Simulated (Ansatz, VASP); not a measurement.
LiH: VASP beside Ansatz

INCAR

```
PREC = Accurate
ENCUT = 750
EDIFF = 1E-6
ISMEAR = -1
SIGMA = 0.05
LREAL = F
LASPH = T
NELM = 120
ALGO = Normal
ISIF = 2
LWAVE = F
LCHARG = T
GGA = PS
LELF = T
LVHAR = T
NBANDS = 9
GGA_COMPAT = F
```

The input KPOINTS:

```
regular mesh
0
Gamma
  11 11 11
```

File POSCAR:

```
LiH
1.0
    0.0000000000      2.0502388037      2.0502388037
    2.0502388037      0.0000000000      2.0502388037
    2.0502388037      2.0502388037      0.0000000000
Li H
1 1
Direct
    0.0000000000      0.0000000000      0.0000000000
    0.5000000000      0.5000000000      0.5000000000
```

File input.yaml:

```yaml
crystal:
  lattice:
    - [0.0, 2.0502388037, 2.0502388037]
    - [2.0502388037, 0.0, 2.0502388037]
    - [2.0502388037, 2.0502388037, 0.0]
  atoms:
    - { symbol: Li, position: [0.0, 0.0, 0.0] }
    - { symbol: H, position: [0.5, 0.5, 0.5] }
kpoints:
  mp_grid: { grid: [11, 11, 11] }
scf:
  occupations: { method: fermi_dirac, width: 0.05 }
hamiltonian:
  xc: pbesol
  pseudopotentials: { kind: all_electron, lapw: { basis_error: 0.0005 } }
output:
  forces: true
  stress: true
  eigenvalues: true
```

Change from the starting cell: volume scaled by 1.02.

Alike in both runs: task single point; functional PBEsol; k mesh 11 × 11 × 11; occupations fermi-dirac, width 0.05 eV; no spin polarisation.

```csv
,VASP,Ansatz
version,VASP 6.6.1,Ansatz 0.2.0
potentials or method,"VASP PAW PBE potentials, release 64 (Li_sv, H), cutoff 750 eV","all-electron LAPW, scalar-relativistic"
```

|  | VASP | Ansatz | Ansatz less VASP |
| --- | --- | --- | --- |
| gap on the k mesh at the Fermi level (eV) | 2.99 | 2.99 | +0.001 |
| least direct gap on the mesh (eV) | 2.99 | 2.99 | +0.001 |
| pressure (GPa) | -2.9 | -2.9 | +0.07 |

VASP's potentials were made for PBE, not for PBEsol. Ansatz ran all-electron here, and VASP with PAW potentials.
